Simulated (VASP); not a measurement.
The system is Ta.

```xyz
1
Lattice="-1.6730 1.6730 1.6730 1.6730 -1.6730 1.6730 1.6730 1.6730 -1.6730" Properties=species:S:1:pos:R:3 pbc="T T T"
Ta    0.0000    0.0000    0.0000
```

Base run:

```yaml
Program: VASP 6.6.1
Functional: LDA
Potentials_or_basis: VASP PAW LDA potentials, release 64 (Ta_sv_GW)
Cutoff: 500 eV
k_mesh: 11 × 11 × 11
Occupations: fermi-dirac, width 0.05 eV
Spin: no spin polarisation
```

Its results: pressure -16.6 GPa.

Problem. The run is repeated on the same cell with these changes: potentials or basis from VASP PAW LDA potentials, release 64 (Ta_sv_GW) to VASP PAW LDA potentials, release 64 (Ta_pv); cutoff from 500 eV to 520 eV; valence electrons from 13 to 11. What comes out?

Solution. Pressure -15.4 GPa.
